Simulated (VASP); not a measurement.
# SnSe (I4/mmm) in VASP: notebook

The runs below take SnSe through single point, with r2SCAN.

All numbers are computed with VASP 6.6.1; they aren't measurements. Logs are shortened: lines on timing, memory, paths and dates and some standing lists are left out, and cuts for length are marked.

**1. The cell of the first run**

It takes space group I4/mmm (No. 139, tetragonal). The conventional cell has a = 4.257 Å, b = 4.257 Å, c = 5.719 Å, α = 90.00°, β = 90.00°, γ = 90.00°. Sn (site symmetry 4/mmm) has 6 Se at 2.86 to 3.01 Å within 3.8 Å. Within 3.8 Å of Se (site symmetry 4/mmm) lie 6 Sn at 2.86 to 3.01 Å.

**2. Single point, r2SCAN (strain +0.000 along x and y, -0.050 along z)**

File POSCAR:

```
SnSe
1.0
    0.0000000000      3.0100000000      2.8595000000
    3.0100000000      0.0000000000      2.8595000000
    3.0100000000      3.0100000000      0.0000000000
Sn Se
1 1
Direct
    0.0000000000      0.0000000000      0.0000000000
    0.5000000000      0.5000000000      0.5000000000
```

File INCAR.step1:

```
PREC     = Accurate       # precision mode
ENCUT    = 520            # plane-wave cutoff, eV
ISMEAR   = 0              # smearing method
SIGMA    = 0.05           # smearing width, eV
LREAL    = F              # projectors in reciprocal space
LASPH    = T              # aspherical terms in the spheres
NELM     = 100            # most SCF steps
NBANDS   = 17             # bands
GGA      = PE             # functional
ALGO     = Normal         # electronic algorithm
EDIFF    = 1E-4           # SCF threshold, eV
LWAVE    = T              # write WAVECAR
LCHARG   = F              # write CHGCAR
```

File INCAR.step2:

```
PREC     = Accurate       # precision mode
ENCUT    = 520            # plane-wave cutoff, eV
EDIFF    = 1E-6           # SCF threshold, eV
ISMEAR   = 0              # smearing method
SIGMA    = 0.05           # smearing width, eV
LREAL    = F              # projectors in reciprocal space
LASPH    = T              # aspherical terms in the spheres
NELM     = 100            # most SCF steps
ALGO     = Normal         # electronic algorithm
ISIF     = 2              # what is computed and relaxed
LWAVE    = F              # write WAVECAR
LCHARG   = F              # write CHGCAR
METAGGA  = R2SCAN         # meta-GGA
LMIXTAU  = T            
NBANDS   = 17             # bands
ISTART   = 1
```

File KPOINTS:

```
regular mesh
0
Gamma
  10 10 10
```

Potentials or basis: VASP PAW PBE potentials, release 64 (Sn_d, Se).

On the command line:

```console
$ cat potpaw_PBE.64/Sn_d/POTCAR potpaw_PBE.64/Se/POTCAR > POTCAR
$ cp INCAR.step1 INCAR
$ mpirun -np 1 vasp_std > vasp.out
$ cp INCAR.step2 INCAR
$ mpirun -np 1 vasp_std > vasp.out
```

OUTCAR:

```text
PREC = Accurate
   ENCUT = 520
   EDIFF = 1E-6
   ISMEAR = 0
   LREAL = F
   LASPH = T
   NELM = 100
   ISIF = 2
   METAGGA = R2SCAN
   ISTART = 1

 ion  position               nearest neighbor table
   1  0.000  0.000  0.000-   2 2.86   2 2.86   2 3.01   2 3.01   2 3.01   2 3.01
   2  0.500  0.500  0.500-   1 2.86   1 2.86   1 3.01   1 3.01   1 3.01   1 3.01

  LATTYP: Found a body centered tetragonal cell.
 ALAT       =     4.2567828227
 C/A-ratio  =     1.3435028843

  Lattice vectors:

 A1 = (   0.0000000000,  -3.0100000000,  -2.8595000000)
 A2 = (   0.0000000000,   3.0100000000,  -2.8595000000)
 A3 = (   3.0100000000,   0.0000000000,   2.8595000000)

Analysis of symmetry for initial positions (statically):
=====================================================================
 Subroutine PRICEL returns:
 Original cell was already a primitive cell.

 Routine SETGRP: Setting up the symmetry group for a
 body centered tetragonal supercell.

 Subroutine GETGRP returns: Found 16 space group operations
 (whereof 16 operations were pure point group operations)
 out of a pool of 16 trial point group operations.

The static configuration has the point symmetry D_4h.

Analysis of symmetry for dynamics (positions and initial velocities):
=====================================================================
 Subroutine PRICEL returns:
 Original cell was already a primitive cell.

 Routine SETGRP: Setting up the symmetry group for a
 body centered tetragonal supercell.

 Subroutine GETGRP returns: Found 16 space group operations
 (whereof 16 operations were pure point group operations)
 out of a pool of 16 trial point group operations.

The dynamic configuration has the point symmetry D_4h.

 Subroutine INISYM returns: Found 16 space group operations
 (whereof 16 operations are pure point group operations),
 and found     1 'primitive' translations

----------------------------------------------------------------------------------------

                                     Primitive cell

  volume of cell :      51.8147

  direct lattice vectors                    reciprocal lattice vectors
     0.000000000  3.010000000  2.859500000    -0.166112957  0.166112957  0.174855744
[... 80 lines left out ...]
   ISPIN  =      1    spin polarized calculation?
   LNONCOLLINEAR =      F non collinear calculations
   LSORBIT =      F    spin-orbit coupling
   LASPH  =      T    aspherical Exc in radial PAW
   ENCUT  =  520.0 eV  38.22 Ry    6.18 a.u.   7.72  7.72  7.91*2*pi/ulx,y,z
   NELM   =    100;   NELMIN=  2; NELMDL=  0     # of ELM steps
   EDIFF  = 0.1E-05   stopping-criterion for ELM
   LREAL  =      F    real-space projection
   EDIFFG = 0.1E-04   stopping-criterion for IOM
   NSW    =      0    number of steps for IOM
   IBRION =     -1    ionic relax: 0-MD 1-quasi-New 2-CG
   NFREE  =      0    steps in history (QN), initial steepest desc. (CG)
   ISIF   =      2    stress and relaxation
   ISYM   =      2    0-nonsym 1-usesym 2-fastsym
   POTIM  = 0.5000    time-step for ionic-motion
   TEBEG  =    0.0;   TEEND  =   0.0 temperature during run
   PSTRESS=    0.0 pullay stress
   NELECT =      20.0000    total number of electrons
   NUPDOWN=      -1.0000    fix difference up-down
   EMIN   =  10.00;   EMAX   =-10.00  energy-range for DOS
   EFERMI =   0.00;   METHOD = LEGACY
   ISMEAR =     0;   SIGMA  =   0.05  broadening in eV -4-tet -1-fermi 0-gaus
   EFERMI_NEDOS =   21; number of points for ismear=-14 and -15
   IALGO  =     38    algorithm
   IMIX   =      4    mixing-type and parameters
     AMIX     =   0.40;   BMIX     =  1.00
     AMIX_MAG =   1.60;   BMIX_MAG =  1.00
  volume/ion in A,a.u.               =      25.91       174.83
  Fermi-wavevector in a.u.,A,eV,Ry     =   1.191975  2.252506 19.331216  1.420804
  Thomas-Fermi vector in A             =   2.328024
   LORBIT       =      0    0 simple, 1 ext, 2 COOP (PROOUT), +10 PAW based schemes
   METAGGA = R2SCAN    functional components
   LHFCALC =     F    Hartree Fock is set to
   AEXX    =    0.0000 exact exchange contribution
   IVDW    =     0    specifies the selected vdW correction
   LEPSILON=     F    determine dielectric tensor
   LRPA    =     F    only Hartree local field effects (RPA)
 non-spin polarized calculation
 Gauss-broadening in eV      SIGMA  =   0.05
  energy-cutoff  :      520.00
  volume of cell :       51.81
 maximum number of plane-waves:      1410
   NGX = 15   NGY = 15   NGZ = 15

 number of electron      20.0000003 magnetization

 Free energy of the ion-electron system (eV)
  ---------------------------------------------------
  ext. energy  EPLUGINS =         0.00000000
  ---------------------------------------------------
  free energy    TOTEN  =       -39.80334835 eV

  energy without entropy =      -39.80334835  energy(sigma->0) =      -39.80334835

 E-fermi :   6.4945     XC(G=0): -10.4381

 val. band max:        6.2666752282   @ k =  -0.2000  -0.0000   0.2000
 cond. band min:       6.7465931267   @ k =  -0.4000   0.1000   0.0000
 fundamental gap:      0.4799178986
 Fermi energy:         6.4945138572

 k-point     1 :       0.0000    0.0000    0.0000
  band No.  band energies     occupation
      1     -16.2500      2.00000
      2     -16.2436      2.00000
      3     -16.2344      2.00000
      4     -16.2312      2.00000
      5     -16.2312      2.00000
      6      -8.8129      2.00000
[... 457 lines left out ...]
      4     -16.2124      2.00000
      5     -16.2117      2.00000
      6      -7.6147      2.00000
[... 9 lines left out ...]
     16      17.4778      0.00000
     17      18.4649      0.00000

 [... further k-points ...]

------------------------ aborting loop because EDIFF is reached ----------------------------------------

  FORCE on cell =-STRESS in cart. coord.  units (eV):
  Direction    XX          YY          ZZ          XY          YZ          ZX
  --------------------------------------------------------------------------------------
  -------------------------------------------------------------------------------------
  Total        0.1936690      0.1936690      2.9725986      0.0000000      0.0000000     -0.0000000
  in kB        5.9884928      5.9884928     91.9165591      0.0000000      0.0000000     -0.0000000
  external PRESSURE =      34.6311816 kB  Pullay stress =       0.0000000 kB

 VOLUME and BASIS-vectors are now :
 -----------------------------------------------------------------------------
  energy-cutoff  :      520.00
  volume of cell :       51.81
      direct lattice vectors                 reciprocal lattice vectors
     0.000000000  3.010000000  2.859500000    -0.166112957  0.166112957  0.174855744
     3.010000000  0.000000000  2.859500000     0.166112957 -0.166112957  0.174855744
     3.010000000  3.010000000  0.000000000     0.166112957  0.166112957 -0.174855744

 POSITION                                       TOTAL-FORCE (eV/Angst)
 -----------------------------------------------------------------------------------
      0.00000      0.00000      0.00000        -0.000000      0.000000      0.000000
      3.01000      3.01000      2.85950         0.000000     -0.000000      0.000000
 -----------------------------------------------------------------------------------
    total drift:                                0.000000     -0.000000     -0.000000

  FREE ENERGIE OF THE ION-ELECTRON SYSTEM (eV)
  ---------------------------------------------------
  free  energy   TOTEN  =       -39.8033483484 eV

  energy  without entropy=      -39.8033483484  energy(sigma->0) =      -39.80334835
```

OSZICAR.step1:

```text
N       E                     dE             d eps       ncg     rms          rms(c)
DAV:   1     0.133322563258E+03    0.13332E+03   -0.98453E+03  3530   0.146E+03
DAV:   2     0.438793322406E+01   -0.12893E+03   -0.12501E+03  3766   0.352E+02
DAV:   3    -0.796054018936E+01   -0.12348E+02   -0.12249E+02  4206   0.939E+01
DAV:   4    -0.827774497696E+01   -0.31720E+00   -0.31695E+00  4316   0.158E+01
DAV:   5    -0.828646739578E+01   -0.87224E-02   -0.87221E-02  4853   0.257E+00    0.339E+00
DAV:   6    -0.812527774619E+01    0.16119E+00   -0.37382E-01  5031   0.367E+00    0.205E+00
DAV:   7    -0.812286783204E+01    0.24099E-02   -0.78934E-02  4174   0.131E+00    0.949E-01
DAV:   8    -0.812468271958E+01   -0.18149E-02   -0.81188E-03  4292   0.817E-01    0.989E-02
DAV:   9    -0.812456440380E+01    0.11832E-03   -0.12050E-03  4758   0.308E-01    0.474E-02
DAV:  10    -0.812461513803E+01   -0.50734E-04   -0.15513E-04  3950   0.738E-02
   1 F= -.81246151E+01 E0= -.81246151E+01  d E =-.136855E-07
```

Run time: 2.2 min. Hardware: 1 thread of Intel Xeon Platinum 8488C (Sapphire Rapids), shared host; peak memory 0.25 GiB.

What came out:

```yaml
Free_energy: -39.8033 eV
Pressure: 3.5 GPa
Band_gap_on_the_k_mesh: 0.48 eV (least direct gap 0.56 eV)
```

Levels at points of the mesh, in eV from the valence-band top:
| k point | band 7 | band 8 | band 9 | band 10 | band 11 | band 12 | band 13 | band 14 |
| --- | --- | --- | --- | --- | --- | --- | --- | --- |
| (0.00, 0.00, 0.00) | -5.01 | -3.14 | -2.59 | -2.59 | 4.16 | 4.16 | 5.56 | 5.89 |
| (0.50, 0.00, 0.00) | -8.85 | -2.54 | -2.45 | -0.03 | 0.76 | 0.98 | 1.34 | 8.74 |
| (0.50, 0.50, 0.00) | -6.48 | -6.38 | -4.42 | -4.42 | 2.84 | 5.63 | 5.63 | 7.06 |
| (0.50, 0.00, 0.50) | -6.26 | -6.23 | -4.60 | -3.98 | 3.04 | 5.21 | 6.31 | 6.65 |

Caveat: the cell differs from its parent crystal (strain +0.000 along x and y, -0.050 along z); the stress differs along the axes, from 1 to 9 GPa; semilocal functionals underestimate gaps, and a narrow one can read as zero; the PAW data sets were made with another functional, which shifts forces and pressure a little; spin-orbit coupling is left out, which moves the levels of the heavy elements. A k mesh can miss the band edges.

**3. Single point, r2SCAN (strain +0.050 along x and y, +0.000 along z)**

File POSCAR:

```
SnSe
1.0
    0.0000000000      3.1605000000      3.0100000000
    3.1605000000      0.0000000000      3.0100000000
    3.1605000000      3.1605000000      0.0000000000
Sn Se
1 1
Direct
    0.0000000000      0.0000000000      0.0000000000
    0.5000000000      0.5000000000      0.5000000000
```

File INCAR.step1:

```
SYSTEM = SnSe
PREC = Accurate
ENCUT = 520
ISMEAR = 0
SIGMA = 0.05
LREAL = .FALSE.
LASPH = .TRUE.
NELM = 100
NBANDS = 17
GGA = PE
ALGO = Normal
EDIFF = 1E-4
LWAVE = .TRUE.
LCHARG = .FALSE.
```

File INCAR.step2:

```
SYSTEM = SnSe
PREC = Accurate
ENCUT = 520
EDIFF = 1E-6
ISMEAR = 0
SIGMA = 0.05
LREAL = .FALSE.
LASPH = .TRUE.
NELM = 100
ALGO = Normal
ISIF = 2
LWAVE = .FALSE.
LCHARG = .FALSE.
METAGGA = R2SCAN
LMIXTAU = .TRUE.
NBANDS = 17
ISTART = 1
```

File KPOINTS:

```
Automatic mesh
0
G
  10 10 10
  0 0 0
```

Potentials or basis: VASP PAW PBE potentials, release 64 (Sn_d, Se).

On the command line:

```console
$ cat potpaw_PBE.64/Sn_d/POTCAR potpaw_PBE.64/Se/POTCAR > POTCAR
$ cp INCAR.step1 INCAR
$ mpirun -np 1 vasp_std > vasp.out
$ cp INCAR.step2 INCAR
$ mpirun -np 1 vasp_std > vasp.out
```

Run time: 3.6 min. Hardware: 1 thread of Intel Xeon Platinum 8488C (Sapphire Rapids), shared host; peak memory 0.27 GiB.

The run converged. Its results:

```
Free energy            : -39.7708 eV
Pressure               : -4.0 GPa
Band gap on the k mesh : 0.11 eV
```

Stress tensor (GPa, compression positive):
```
-5.34  0.00  0.00
 0.00 -5.34  0.00
 0.00  0.00 -1.21
```

Levels at points of the mesh, in eV from the valence-band top:
```tsv
k point	band 8	band 9	band 10	band 11	band 12	band 13
(0.00, 0.00, 0.00)	-2.70	-2.22	-2.22	3.59	3.59	4.72
(0.50, 0.00, 0.00)	-2.16	-2.11	0.00	0.11	1.04	1.29
(0.50, 0.50, 0.00)	-5.40	-3.73	-3.73	3.29	4.72	4.72
(0.50, 0.00, 0.50)	-5.27	-3.91	-3.37	3.45	4.40	5.26
```

Caveat: the cell differs from its parent crystal (strain +0.050 along x and y, +0.000 along z); the cell stands under tension; semilocal functionals underestimate gaps, and a narrow one can read as zero; the PAW data sets were made with another functional, which shifts forces and pressure a little; spin-orbit coupling is left out, which moves the levels of the heavy elements. A k mesh can miss the band edges.
